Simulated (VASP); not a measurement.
# Hf (P-1) in VASP: further runs

Runs on Hf. Level: PBE. Tasks: single point.

Program: VASP 6.6.1. These are calculated values, not measurements. Logs are shortened: lines on timing, memory, paths and dates and some standing lists are left out, and cuts for length are marked.

## Step 1: The cell of the first run

The typed cell holds 2 atoms: a = 3.197 Å, b = 3.197 Å, c = 5.058 Å, α = 90.00°, β = 90.00°, γ = 120.00°.

## Step 2: Single point, PBE

INCAR reads:

```
SYSTEM = Hf
PREC     = Accurate       ! precision mode
ENCUT    = 520            ! plane-wave cutoff, eV
EDIFF    = 1E-6           ! SCF threshold, eV
ISMEAR   = -1             ! smearing method
SIGMA    = 0.025          ! smearing width, eV
LREAL    = .FALSE.        ! projectors in reciprocal space
LASPH    = .TRUE.         ! aspherical terms in the spheres
NELM     = 100            ! most SCF steps
ALGO     = Normal         ! electronic algorithm
ISIF     = 2              ! what is computed and relaxed
LWAVE    = .FALSE.        ! write WAVECAR
LCHARG   = .FALSE.        ! write CHGCAR
GGA      = PE             ! functional
NBANDS   = 17             ! bands
```

KPOINTS reads:

```
Automatic mesh
0
G
  6 6 3
  0 0 0
```

POSCAR reads:

```
Hf
1.0
    3.1967000000      0.0000000000      0.0000000000
   -1.5983500000      2.7684234083      0.0000000000
    0.0000000000      0.0000000000      5.0578000000
Hf
2
Direct
    0.6504430000      0.2998370000      0.7442550000
    0.3321660000      0.6877430000      0.2508020000
```

Potentials or basis: VASP PAW PBE potentials, release 64 (Hf_pv).

Started as:

```sh
cat potpaw_PBE.64/Hf_pv/POTCAR > POTCAR
mpirun -np 1 vasp_std > vasp.out
```

OUTCAR:

```text
SYSTEM = Hf
   PREC = Accurate
   ENCUT = 520
   EDIFF = 1E-6
   ISMEAR = -1
   LREAL = .FALSE.
   LASPH = .TRUE.
   NELM = 100
   ISIF = 2
   GGA = PE

 ion  position               nearest neighbor table
   1  0.650  0.300  0.744-   2 3.02   2 3.07   2 3.13   2 3.17   2 3.19   2 3.22
   2  0.332  0.688  0.251-   1 3.02   1 3.07   1 3.13   1 3.17   1 3.19   1 3.22

  LATTYP: Found a hexagonal cell.
 ALAT       =     3.1967000000
 C/A-ratio  =     1.5821941377

  Lattice vectors:

 A1 = (   3.1967000000,   0.0000000000,   0.0000000000)
 A2 = (  -1.5983500000,   2.7684234083,   0.0000000000)
 A3 = (   0.0000000000,   0.0000000000,   5.0578000000)

Analysis of symmetry for initial positions (statically):
=====================================================================
 Subroutine PRICEL returns:
 Original cell was already a primitive cell.

 Routine SETGRP: Setting up the symmetry group for a
 hexagonal supercell.

 Subroutine GETGRP returns: Found  2 space group operations
 (whereof  1 operations were pure point group operations)
 out of a pool of 24 trial point group operations.

The static configuration has the point symmetry C_1 .
 The point group associated with its full space group is S_2 .

Analysis of symmetry for dynamics (positions and initial velocities):
=====================================================================
 Subroutine PRICEL returns:
 Original cell was already a primitive cell.

 Routine SETGRP: Setting up the symmetry group for a
 hexagonal supercell.

 Subroutine GETGRP returns: Found  2 space group operations
 (whereof  1 operations were pure point group operations)
 out of a pool of 24 trial point group operations.

The dynamic configuration has the point symmetry C_1 .
 The point group associated with its full space group is S_2 .

 Subroutine INISYM returns: Found  2 space group operations
 (whereof  1 operations are pure point group operations),
 and found     1 'primitive' translations

----------------------------------------------------------------------------------------

                                     Primitive cell

  volume of cell :      44.7606

  direct lattice vectors                    reciprocal lattice vectors
     3.196700000  0.000000000  0.000000000     0.312822598  0.180608211  0.000000000
    -1.598350000  2.768423408  0.000000000     0.000000000  0.361216423  0.000000000
     0.000000000  0.000000000  5.057800000     0.000000000  0.000000000  0.197714421

  length of vectors
     3.196700000  3.196700000  5.057800000     0.361216423  0.361216423  0.197714421

  position of ions in fractional coordinates (direct lattice)
     0.650443000  0.299837000  0.744255000
     0.332166000  0.687743000  0.250802000

  ion indices of the primitive-cell ions
   primitive index   ion index
                 1           1
                 2           2

----------------------------------------------------------------------------------------

 KPOINTS: Automatic mesh

Automatic generation of k-mesh.
 Grid dimensions read from file:
 generate k-points for:    6    6    3

 Generating k-lattice:

  Cartesian coordinates                     Fractional coordinates (reciprocal lattice)
     0.052137100  0.030101369  0.000000000     0.166666667  0.000000000  0.000000000
     0.000000000  0.060202737  0.000000000     0.000000000  0.166666667  0.000000000
     0.000000000  0.000000000  0.065904807     0.000000000  0.000000000  0.333333333

  Length of vectors
     0.060202737  0.060202737  0.065904807

  Shift w.r.t. Gamma in fractional coordinates (k-lattice)
     0.000000000  0.000000000  0.000000000

 Subroutine IBZKPT returns following result:
 ===========================================

 Found     56 irreducible k-points:

 Following reciprocal coordinates:
            Coordinates               Weight
  0.000000  0.000000  0.000000      1.000000
  0.166667 -0.000000  0.000000      2.000000
  0.000000  0.166667  0.000000      2.000000
 -0.166667  0.166667  0.000000      2.000000
  0.333333  0.000000  0.000000      2.000000
  0.000000  0.333333  0.000000      2.000000
[... 16 lines left out ...]
  0.000000  0.166667  0.333333      2.000000
 -0.166667  0.166667  0.333333      2.000000
 [... further k-points ...]
   k-points           NKPTS =     56   k-points in BZ     NKDIM =     56   number of bands    NBANDS=     17
   number of dos      NEDOS =    301   number of ions     NIONS =      2
   total plane-waves  NPLWV =  23040
   dimension x,y,z NGX =    24 NGY =   24 NGZ =   40
   dimension x,y,z NGXF=    48 NGYF=   48 NGZF=   80
   ions per type =               2
   NGX,Y,Z   is equivalent  to a cutoff of  12.48, 12.48, 13.15 a.u.
   NGXF,Y,Z  is equivalent  to a cutoff of  24.96, 24.96, 26.30 a.u.
 SYSTEM =  Hf
   PREC   = accura    normal or accurate (medium, high low for compatibility)
   ISTART =      0    job   : 0-new  1-cont  2-samecut
   ICHARG =      2    charge: 1-file 2-atom 10-const
   ISPIN  =      1    spin polarized calculation?
   LNONCOLLINEAR =      F non collinear calculations
   LSORBIT =      F    spin-orbit coupling
   LASPH  =      T    aspherical Exc in radial PAW
   ENCUT  =  520.0 eV  38.22 Ry    6.18 a.u.   5.94  5.94  9.40*2*pi/ulx,y,z
   NELM   =    100;   NELMIN=  2; NELMDL= -5     # of ELM steps
   EDIFF  = 0.1E-05   stopping-criterion for ELM
   LREAL  =      F    real-space projection
   EDIFFG = 0.1E-04   stopping-criterion for IOM
   NSW    =      0    number of steps for IOM
   IBRION =     -1    ionic relax: 0-MD 1-quasi-New 2-CG
   NFREE  =      0    steps in history (QN), initial steepest desc. (CG)
   ISIF   =      2    stress and relaxation
   ISYM   =      2    0-nonsym 1-usesym 2-fastsym
   POTIM  = 0.5000    time-step for ionic-motion
   TEBEG  =    0.0;   TEEND  =   0.0 temperature during run
   PSTRESS=    0.0 pullay stress
   NELECT =      20.0000    total number of electrons
   NUPDOWN=      -1.0000    fix difference up-down
   EMIN   =  10.00;   EMAX   =-10.00  energy-range for DOS
   EFERMI =   0.00;   METHOD = LEGACY
   ISMEAR =    -1;   SIGMA  =   0.03  broadening in eV -4-tet -1-fermi 0-gaus
   EFERMI_NEDOS =   21; number of points for ismear=-14 and -15
   IALGO  =     38    algorithm
   IMIX   =      4    mixing-type and parameters
     AMIX     =   0.40;   BMIX     =  1.00
     AMIX_MAG =   1.60;   BMIX_MAG =  1.00
  volume/ion in A,a.u.               =      22.38       151.03
  Fermi-wavevector in a.u.,A,eV,Ry     =   1.251563  2.365112 21.312311  1.566411
  Thomas-Fermi vector in A             =   2.385505
   LORBIT       =      0    0 simple, 1 ext, 2 COOP (PROOUT), +10 PAW based schemes
   GGA     = PE    functional components
   LHFCALC =     F    Hartree Fock is set to
   AEXX    =    0.0000 exact exchange contribution
   IVDW    =     0    specifies the selected vdW correction
   LEPSILON=     F    determine dielectric tensor
   LRPA    =     F    only Hartree local field effects (RPA)
 non-spin polarized calculation
  energy-cutoff  :      520.00
  volume of cell :       44.76
 maximum number of plane-waves:      1230
   NGX = 11   NGY = 11   NGZ = 19

 number of electron      20.0000002 magnetization

 Free energy of the ion-electron system (eV)
  ---------------------------------------------------
  ext. energy  EPLUGINS =         0.00000000
  ---------------------------------------------------
  free energy    TOTEN  =       -19.76377013 eV

  energy without entropy =      -19.75466135  energy(sigma->0) =      -19.75921574

 E-fermi :   4.9871     XC(G=0): -11.2819

 val. band max:        4.9613466245   @ k =  -0.1667   0.1667   0.0000
 cond. band min:       4.9882501412   @ k =   0.1667   0.3333  -0.3333
 fundamental gap:      0.0269035167
 Fermi energy:         4.9870737533

 k-point     1 :       0.0000    0.0000    0.0000
  band No.  band energies     occupation
      1     -26.1692      2.00000
      2     -25.4560      2.00000
      3     -25.4023      2.00000
      4     -25.3198      2.00000
      5     -25.2897      2.00000
      6     -25.2834      2.00000
[... 9 lines left out ...]
     16       7.9782      0.00000
     17       9.7261      0.00000

 k-point     2 :       0.1667   -0.0000    0.0000
  band No.  band energies     occupation
      1     -26.1025      2.00000
      2     -25.5741      2.00000
      3     -25.4761      2.00000
      4     -25.4531      2.00000
      5     -25.3206      2.00000
      6     -25.3139      2.00000
[... 9 lines left out ...]
     16       7.8219      0.00000
     17      10.5777      0.00000

 k-point     3 :       0.0000    0.1667    0.0000
  band No.  band energies     occupation
      1     -26.0936      2.00000
      2     -25.5926      2.00000
      3     -25.4570      2.00000
      4     -25.4418      2.00000
      5     -25.3327      2.00000
      6     -25.3247      2.00000
[... 9 lines left out ...]
     16       7.5375      0.00000
     17      10.4429      0.00000

 k-point     4 :      -0.1667    0.1667    0.0000
  band No.  band energies     occupation
      1     -26.1065      2.00000
      2     -25.5607      2.00000
      3     -25.4902      2.00000
      4     -25.4547      2.00000
      5     -25.3174      2.00000
      6     -25.3099      2.00000
[... 9 lines left out ...]
     16       7.8270      0.00000
     17      10.7910      0.00000
[... 343 lines left out ...]
      1     -25.9459      2.00000
      2     -25.6202      2.00000
      3     -25.5122      2.00000
      4     -25.4390      2.00000
      5     -25.3821      2.00000
      6     -25.3569      2.00000
[... 9 lines left out ...]
     16       8.9257      0.00000
     17      10.2784      0.00000

 k-point    23 :       0.0000    0.1667    0.3333
  band No.  band energies     occupation
      1     -25.9476      2.00000
      2     -25.6485      2.00000
      3     -25.4949      2.00000
      4     -25.4266      2.00000
      5     -25.3756      2.00000
      6     -25.3635      2.00000
[... 9 lines left out ...]
     16       8.8205      0.00000
     17      10.3366      0.00000

 k-point    24 :      -0.1667    0.1667    0.3333
  band No.  band energies     occupation
      1     -25.9438      2.00000
      2     -25.6117      2.00000
      3     -25.5064      2.00000
      4     -25.4489      2.00000
      5     -25.3868      2.00000
      6     -25.3588      2.00000
[... 9 lines left out ...]
     16       8.8577      0.00000
     17      10.3043      0.00000

 [... further k-points ...]

------------------------ aborting loop because EDIFF is reached ----------------------------------------

  FORCE on cell =-STRESS in cart. coord.  units (eV):
  Direction    XX          YY          ZZ          XY          YZ          ZX
  --------------------------------------------------------------------------------------
  -------------------------------------------------------------------------------------
  Total       -0.3849265      0.6513427      0.4906745      0.1449119     -0.0434378      0.0172110
  in kB      -13.7781967     23.3143901     17.5633753      5.1870287     -1.5548271      0.6160563
  external PRESSURE =       9.0331895 kB  Pullay stress =       0.0000000 kB

 VOLUME and BASIS-vectors are now :
 -----------------------------------------------------------------------------
  energy-cutoff  :      520.00
  volume of cell :       44.76
      direct lattice vectors                 reciprocal lattice vectors
     3.196700000  0.000000000  0.000000000     0.312822598  0.180608211  0.000000000
    -1.598350000  2.768423408  0.000000000     0.000000000  0.361216423  0.000000000
     0.000000000  0.000000000  5.057800000     0.000000000  0.000000000  0.197714421

 POSITION                                       TOTAL-FORCE (eV/Angst)
 -----------------------------------------------------------------------------------
      1.60003      0.83008      3.76429        -0.044593      0.376294      0.080224
     -0.03742      1.90396      1.26851         0.044593     -0.376294     -0.080224
 -----------------------------------------------------------------------------------
    total drift:                                0.000002      0.000001     -0.000003

  FREE ENERGIE OF THE ION-ELECTRON SYSTEM (eV)
  ---------------------------------------------------
  free  energy   TOTEN  =       -19.7637701272 eV

  energy  without entropy=      -19.7546613523  energy(sigma->0) =      -19.75921574
```

Wall time 55 s (1 thread of AMD EPYC 7R13, shared host); peak memory 0.15 GiB.

Results:

* Free energy: -19.7638 eV
* Pressure: 0.9 GPa
* Largest force: 0.387 eV/Å
* Band gap on the k mesh: zero (bands 10 and 11 overlap by 1.33 eV)

Forces in eV/Å, atoms in the order of the input:
```
Hf  -0.045  0.376  0.080
Hf   0.045 -0.376 -0.080
```

Caveat: the k points lie up to 0.41 Å⁻¹ apart, too coarse for converged energies and pressures of a metal; spin-orbit coupling is left out, which moves the levels of the heavy elements.

## Step 3: Single point, PBE

INCAR reads:

```
PREC     = Accurate       # precision mode
ENCUT    = 520            # plane-wave cutoff, eV
EDIFF    = 1E-7           # SCF threshold, eV
ISMEAR   = -1             # smearing method
SIGMA    = 0.01           # smearing width, eV
LREAL    = F              # projectors in reciprocal space
LASPH    = T              # aspherical terms in the spheres
NELM     = 80             # most SCF steps
ALGO     = Normal         # electronic algorithm
ISIF     = 2              # what is computed and relaxed
LWAVE    = F              # write WAVECAR
LCHARG   = F              # write CHGCAR
GGA      = PE             # functional
NBANDS   = 17             # bands
```

KPOINTS reads:

```
regular mesh
0
Gamma
  6 6 3
```

POSCAR is that of step 2.

Potentials or basis: VASP PAW PBE potentials, release 64 (Hf_pv).

Started as:

```sh
cat potpaw_PBE.64/Hf_pv/POTCAR > POTCAR
mpirun -np 1 vasp_std > vasp.out
```

Wall time 65 s (1 thread of AMD EPYC 7R13, shared host); peak memory 0.15 GiB.

The run converged. Its results:

| Property | Result |
| --- | --- |
| Free energy | -19.7596 eV |
| Pressure | 0.9 GPa |
| Largest force | 0.400 eV/Å |
| Band gap on the k mesh | zero (bands 10 and 11 overlap by 1.33 eV) |

Forces on the atoms (eV/Å):
```
Hf  -0.038  0.391  0.078
Hf   0.038 -0.391 -0.078
```

Stress tensor (GPa, compression positive):
```
-1.35  0.51  0.05
 0.51  2.36 -0.25
 0.05 -0.25  1.75
```

Levels at points of the mesh, in eV from the Fermi level:
```
           k point  band 7  band 8  band 9  band 10  band 11  band 12  band 13  band 14
(0.00, 0.00, 0.00)   -7.46   -3.79    0.56     1.01     1.20     1.22     1.77     2.14
(0.50, 0.00, 0.00)   -3.49   -2.80   -2.37    -0.85     0.74     0.96     1.57     5.83
(0.00, 0.50, 0.00)   -3.20   -2.86   -2.01    -0.97     0.25     0.81     1.40     5.68
(0.50, 0.50, 0.00)   -3.59   -2.81   -2.47    -0.80     0.67     1.21     1.70     5.90
```

Caveat: the k points lie up to 0.41 Å⁻¹ apart, too coarse for converged energies and pressures of a metal; spin-orbit coupling is left out, which moves the levels of the heavy elements.
